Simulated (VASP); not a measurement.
# Ag (P6_3/mmc) in VASP: a series of runs, part 2 of 2

VASP 6.6.1.

**5. Single point, r2SCAN (strain +0.1500 x Voigt [0, 0, 1, 0, 0, 0])**

POSCAR reads:

```
Ag
1.0
    2.9299980804      0.0000000000      0.0000000000
   -1.4649990402      2.5374527707      0.0000000000
    0.0000000000      0.0000000000      5.5085000000
Ag
2
Direct
    0.3333333333      0.6666666667      0.2500000000
    0.6666666667      0.3333333333      0.7500000000
```

INCAR.step1 reads:

```
ALGO = Normal ; EDIFF = 1E-4
ENCUT = 520 ; GGA = PE
ISMEAR = 0 ; LASPH = T
LCHARG = F ; LREAL = F
LWAVE = T ; NBANDS = 18
NELM = 80 ; PREC = Accurate
SIGMA = 0.15
```

INCAR.step2 reads:

```
ALGO = Normal ; EDIFF = 1E-6
ENCUT = 520 ; ISIF = 2
ISMEAR = 0 ; ISTART = 1
LASPH = T ; LCHARG = F
LMIXTAU = T ; LREAL = F
LWAVE = F ; METAGGA = R2SCAN
NBANDS = 18 ; NELM = 80
PREC = Accurate ; SIGMA = 0.15
```

KPOINTS reads:

```
k-points
0
Gamma
  18 18 10
```

Potentials or basis: VASP PAW PBE potentials, release 64 (Ag).

Started as:

```
> cat potpaw_PBE.64/Ag/POTCAR > POTCAR
> cp INCAR.step1 INCAR
> mpirun -np 1 vasp_std > vasp.out
> cp INCAR.step2 INCAR
> mpirun -np 1 vasp_std > vasp.out
```

OUTCAR:

```text
EDIFF = 1E-6
   ENCUT = 520
   ISIF = 2
   ISMEAR = 0
   ISTART = 1
   LASPH = T
   LREAL = F
   METAGGA = R2SCAN
   NELM = 80
   PREC = Accurate

 ion  position               nearest neighbor table
   1  0.333  0.667  0.250-   2 3.23   2 3.23   2 3.23   2 3.23   2 3.23   2 3.23
   2  0.667  0.333  0.750-   1 3.23   1 3.23   1 3.23   1 3.23   1 3.23   1 3.23

  LATTYP: Found a hexagonal cell.
 ALAT       =     2.9299980804
 C/A-ratio  =     1.8800353614

  Lattice vectors:

 A1 = (   2.9299980804,   0.0000000000,   0.0000000000)
 A2 = (  -1.4649990402,   2.5374527707,   0.0000000000)
 A3 = (   0.0000000000,   0.0000000000,   5.5085000000)

Analysis of symmetry for initial positions (statically):
=====================================================================
 Subroutine PRICEL returns:
 Original cell was already a primitive cell.

 Routine SETGRP: Setting up the symmetry group for a
 hexagonal supercell.

 Subroutine GETGRP returns: Found 24 space group operations
 (whereof 12 operations were pure point group operations)
 out of a pool of 24 trial point group operations.

[... 162 lines left out ...]

  energy without entropy =      -42.39319252  energy(sigma->0) =      -42.39637550

 E-fermi :   6.2011     XC(G=0): -11.7287

 val. band max:        6.1910387920   @ k =   0.3333   0.1111   0.5000
 cond. band min:       6.2281488655   @ k =   0.3333   0.1667   0.2000
 fundamental gap:      0.0371100735
 Fermi energy:         6.2011203440

 k-point     1 :       0.0000    0.0000    0.0000
  band No.  band energies     occupation
      1      -0.5452      2.00000
      2       0.2431      2.00000
      3       1.1805      2.00000
      4       1.5868      2.00000
      5       1.5868      2.00000
      6       1.6789      2.00000
[... 481 lines left out ...]
      5       1.8787      2.00000
      6       1.9407      2.00000
[... 10 lines left out ...]
     17      16.1725      0.00000
     18      21.1481      0.00000

 [... further k-points ...]

------------------------ aborting loop because EDIFF is reached ----------------------------------------

  FORCE on cell =-STRESS in cart. coord.  units (eV):
  Direction    XX          YY          ZZ          XY          YZ          ZX
  --------------------------------------------------------------------------------------
  -------------------------------------------------------------------------------------
  Total       -1.9064923     -1.9064923     -3.2549082      0.0000000     -0.0000000      0.0000000
  in kB      -74.5842266    -74.5842266   -127.3358423      0.0000000     -0.0000000      0.0000000
  external PRESSURE =     -92.1680985 kB  Pullay stress =       0.0000000 kB

 VOLUME and BASIS-vectors are now :
 -----------------------------------------------------------------------------
  energy-cutoff  :      520.00
  volume of cell :       40.95
      direct lattice vectors                 reciprocal lattice vectors
     2.929998080  0.000000000  0.000000000     0.341297152  0.197048003  0.000000000
    -1.464999040  2.537452771  0.000000000     0.000000000  0.394096005  0.000000000
     0.000000000  0.000000000  5.508500000     0.000000000  0.000000000  0.181537624

 POSITION                                       TOTAL-FORCE (eV/Angst)
 -----------------------------------------------------------------------------------
     -0.00000      1.69164      1.37712         0.000000     -0.000000     -0.000000
      1.46500      0.84582      4.13138        -0.000000      0.000000      0.000000
 -----------------------------------------------------------------------------------
    total drift:                               -0.000000      0.000000     -0.000000

  FREE ENERGIE OF THE ION-ELECTRON SYSTEM (eV)
  ---------------------------------------------------
  free  energy   TOTEN  =       -42.3995584707 eV

  energy  without entropy=      -42.3931925231  energy(sigma->0) =      -42.39637550
```

OSZICAR.step1:

```text
N       E                     dE             d eps       ncg     rms          rms(c)
DAV:   1     0.122295132873E+03    0.12230E+03   -0.11474E+04  7992   0.118E+03
DAV:   2    -0.361793993518E+01   -0.12591E+03   -0.11879E+03  8306   0.257E+02
DAV:   3    -0.558391551028E+01   -0.19660E+01   -0.19593E+01  9342   0.361E+01
DAV:   4    -0.559009527848E+01   -0.61798E-02   -0.61792E-02  8806   0.200E+00
DAV:   5    -0.559015307314E+01   -0.57795E-04   -0.57795E-04  8740   0.208E-01    0.488E+00
DAV:   6    -0.521333725234E+01    0.37682E+00   -0.10958E+00  8380   0.106E+01    0.345E+00
DAV:   7    -0.520759595618E+01    0.57413E-02   -0.98266E-03  8366   0.823E-01    0.209E+00
DAV:   8    -0.520461453862E+01    0.29814E-02   -0.12527E-03  8492   0.317E-01    0.607E-02
DAV:   9    -0.520463614993E+01   -0.21611E-04   -0.20895E-05  5004   0.349E-02
   1 F= -.52046361E+01 E0= -.52011896E+01  d E =-.689318E-02
```

Wall time 4.6 min (1 thread of Intel Xeon Platinum 8375C at 2.90GHz (Ice Lake), shared host); peak memory 0.27 GiB.

Results:

```
Free energy            : -42.3996 eV
Pressure               : -9.2 GPa
Band gap on the k mesh : zero (bands 11 and 12 overlap by 7.98 eV)
```

Stress tensor (GPa, compression positive):
```
 -7.46   0.00   0.00
  0.00  -7.46   0.00
  0.00   0.00 -12.73
```

Levels at points of the mesh, in eV from the Fermi level:
```tsv
k point	band 7	band 8	band 9	band 10	band 11	band 12	band 13	band 14	band 15	band 16
(0.00, 0.00, 0.00)	-4.52	-3.79	-3.79	-3.38	-3.38	-0.64	1.06	13.90	16.69	18.12
(0.50, 0.00, 0.00)	-3.64	-3.42	-3.01	-2.97	0.59	1.73	5.60	6.28	7.44	8.99
(0.00, 0.00, 0.50)	-4.34	-4.34	-3.55	-3.55	-3.55	-3.55	7.46	7.46	17.00	17.00
(0.50, 0.00, 0.50)	-3.44	-3.44	-2.99	-2.99	1.21	1.21	4.12	4.12	11.60	11.60
```

Caveat: the cell differs from its parent crystal (strain +0.1500 x Voigt [0, 0, 1, 0, 0, 0]); the cell stands under tension; the PAW data sets were made with another functional, which shifts forces and pressure a little.

**6. Summary**

```csv
cell,gap on the mesh (eV),pressure (GPa)
"a = 2.930, b = 2.930, c = 5.149 Å, angles 90.0, 90.0, 120.0°, 2 atoms",none,-7.2
"a = 2.930, b = 2.930, c = 5.329 Å, angles 90.0, 90.0, 120.0°, 2 atoms",none,-8.4
"a = 2.930, b = 2.930, c = 5.418 Å, angles 90.0, 90.0, 120.0°, 2 atoms",none,-8.9
"a = 2.930, b = 2.930, c = 5.508 Å, angles 90.0, 90.0, 120.0°, 2 atoms",none,-9.2
```

Alike in all rows: task single point; level r2SCAN; potentials or basis VASP PAW PBE potentials, release 64 (Ag); no spin polarisation; k mesh 18 × 18 × 10; cutoff (eV) 520; smearing gaussian 0.15 eV.

Caveats: the cell stands under tension; the PAW data sets were made with another functional, which shifts forces and pressure a little.

Total energies depend on the potentials used, so only differences within one code and one set of settings carry meaning.
